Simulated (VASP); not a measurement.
Write the native input for VASP 6.6.1 that does the following.

```
Task                   : relaxation of cell and atoms
Functional             : PBE
Potentials or basis    : VASP PAW PBE potentials, release 64 (Sn_d, Te)
Cutoff                 : 600 eV
k mesh                 : 13 × 13 × 13
Occupations            : fermi-dirac, width 0.05 eV
Spin                   : no spin polarisation
Target pressure        : 32 GPa
Dipole correction      : no
Further INCAR settings : ALGO = Normal; EDIFF = 1e-06; IBRION = 2; EDIFFG = -0.005; NSW = 60; ISIF = 3
```

The structure of SnTe (rocksalt type) lies in POSCAR:

```
SnTe
1.0
    0.0000000000      2.8451534482      2.8451534482
    2.8451534482      0.0000000000      2.8451534482
    2.8451534482      2.8451534482      0.0000000000
Sn Te
1 1
Direct
    0.0000000000      0.0000000000      0.0000000000
    0.5000000000      0.5000000000      0.5000000000
```

The input as run:

INCAR

```
SYSTEM = SnTe
PREC     = Accurate       ! precision mode
ENCUT    = 600            ! plane-wave cutoff, eV
EDIFF    = 1E-6           ! SCF threshold, eV
ISMEAR   = -1             ! smearing method
SIGMA    = 0.05           ! smearing width, eV
LREAL    = .False.        ! projectors in reciprocal space
LASPH    = .True.         ! aspherical terms in the spheres
NELM     = 80             ! most SCF steps
ALGO     = Normal         ! electronic algorithm
ISIF     = 3              ! what is computed and relaxed
LWAVE    = .False.        ! write WAVECAR
LCHARG   = .False.        ! write CHGCAR
GGA      = PE             ! functional
IBRION   = 2              ! ionic algorithm
NSW      = 60             ! ionic steps
EDIFFG   = -0.005         ! ionic threshold
PSTRESS  = 320.0
```

KPOINTS

```
Automatic mesh
0
Gamma
  13 13 13
  0 0 0
```

Potentials or basis: VASP PAW PBE potentials, release 64 (Sn_d, Te).

Launch:

```console
$ cat potpaw_PBE.64/Sn_d/POTCAR potpaw_PBE.64/Te/POTCAR > POTCAR
$ mpirun -np 1 vasp_std > vasp.out
```

Results of the run:

```json
{
  "Relaxed volume": "22.97 Å³/atom",
  "Relaxed cell": "a = 4.020 Å, b = 4.020 Å, c = 4.020 Å, α = 60.00°, β = 60.00°, γ = 60.00°",
  "Space group after relaxing (to 0.05 Å)": "Fm-3m (No. 225)",
  "Energy change on relaxing (the enthalpy is what falls)": "+11.2 meV/atom",
  "Ionic steps": "3",
  "Pressure after relaxing": "32.0 GPa"
}
```

Caveat: the cell is relaxed towards a set pressure, so the enthalpy falls and the energy may rise.

It took 42 s on 1 thread of Intel(R) Xeon(R) 6975P-C (Granite Rapids), on a shared host, peak memory 0.23 GiB.
